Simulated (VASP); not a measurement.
Write the native input for VASP 6.6.1 that does the following.

```
Task                   : single point
Functional             : PBE
Potentials or basis    : VASP PAW PBE potentials, release 64 (Se)
Cutoff                 : 520 eV
k mesh                 : 6 × 6 × 6
Occupations            : gaussian, width 0.1 eV
Spin                   : no spin polarisation
Dipole correction      : no
Further INCAR settings : ALGO = Normal; EDIFF = 1e-06; NBANDS = 27
```

The structure of Se lies in POSCAR:

```
Se
1.0
   -3.7633662984      3.7633662984      2.5478856408
    3.7633662984     -3.7633662984      2.5478856408
    3.7633662984      3.7633662984     -2.5478856408
Se
6
Direct
    0.0000000000      0.0000000000      0.0000000000
    0.7500000000      0.2500000000      0.5000000000
    0.3750000000      0.6250000000      0.7500000000
    0.3750000000      0.1250000000      0.7500000000
    0.3750000000      0.6250000000      0.2500000000
    0.8750000000      0.6250000000      0.2500000000
```

One way to write it, as run:

INCAR

```
SYSTEM = Se
  PREC = Accurate
  ENCUT = 520
  EDIFF = 1E-6
  ISMEAR = 0
  SIGMA = 0.1
  LREAL = .FALSE.
  LASPH = .TRUE.
  NELM = 80
  ALGO = Normal
  ISIF = 2
  LWAVE = .FALSE.
  LCHARG = .TRUE.
  GGA = PE
  LELF = .TRUE.
  LVHAR = .TRUE.
  NBANDS = 27
```

KPOINTS

```
Automatic mesh
0
G
  6 6 6
  0 0 0
```

Potentials or basis: VASP PAW PBE potentials, release 64 (Se).

Command:

```console
$ cat potpaw_PBE.64/Se/POTCAR > POTCAR
$ mpirun -np 1 vasp_std > vasp.out
```

It gave:

| Quantity | Value |
| --- | --- |
| Pressure | 0.3 GPa |
| Band gap on the k mesh | zero (band 18 reaches 5.18 eV, above the bottom of band 19 at 3.00 eV) |

Run time: 120 s on 1 thread of Intel Xeon 6975P-C, with other jobs on the host, peak memory 0.34 GiB.
